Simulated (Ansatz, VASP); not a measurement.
# AlP in VASP and in Ansatz

Contents of INCAR:

```
SYSTEM = AlP
  PREC = Accurate
  ENCUT = 400
  EDIFF = 1E-8
  ISMEAR = -1
  SIGMA = 0.03
  LREAL = .False.
  LASPH = .True.
  NELM = 120
  ALGO = Normal
  ISIF = 2
  LWAVE = .False.
  LCHARG = .False.
  GGA = PE
  LEFG = .True.
  NBANDS = 11
  GGA_COMPAT = .False.
```

KPOINTS

```
regular mesh
0
Gamma
  12 12 12
  0 0 0
```

POSCAR

```
AlP
1.0
    0.0000000000      2.7701882705      2.7701882705
    2.7701882705      0.0000000000      2.7701882705
    2.7701882705      2.7701882705      0.0000000000
Al P
1 1
Direct
    0.0000000000      0.0000000000      0.0000000000
    0.7500000000      0.7500000000      0.7500000000
```

Input for Ansatz:

```yaml
crystal:
  lattice:
    - [0.0, 2.7701882705, 2.7701882705]
    - [2.7701882705, 0.0, 2.7701882705]
    - [2.7701882705, 2.7701882705, 0.0]
  atoms:
    - { symbol: Al, position: [0.0, 0.0, 0.0] }
    - { symbol: P, position: [0.75, 0.75, 0.75] }
kpoints:
  mp_grid: { grid: [12, 12, 12] }
scf:
  occupations: { method: fermi_dirac, width: 0.03 }
hamiltonian:
  xc: pbe
  pseudopotentials: { kind: all_electron, datasets: crystal }
output:
  forces: true
  stress: true
  eigenvalues: true
  efg: { contact_densities: true }
```

Change from the starting cell: volume scaled by 1.05, crystal datasets.

Alike in both runs: task electric field gradients; functional PBE; k mesh 12 × 12 × 12; occupations fermi-dirac, width 0.03 eV; no spin polarisation.

|  | VASP | Ansatz |
| --- | --- | --- |
| version | VASP 6.6.1 | Ansatz 0.2.0 |
| potentials or method | VASP PAW PBE potentials, release 64 (Al, P), cutoff 400 eV | all-electron PAW with datasets made for the crystal, scalar-relativistic |

```csv
,VASP,Ansatz,Ansatz less VASP
gap on the k mesh at the Fermi level (eV),1.66,1.66,+0.001
pressure (GPa),-1.5,-1.4,+0.05
```

Ansatz ran all-electron here, and VASP with PAW potentials.
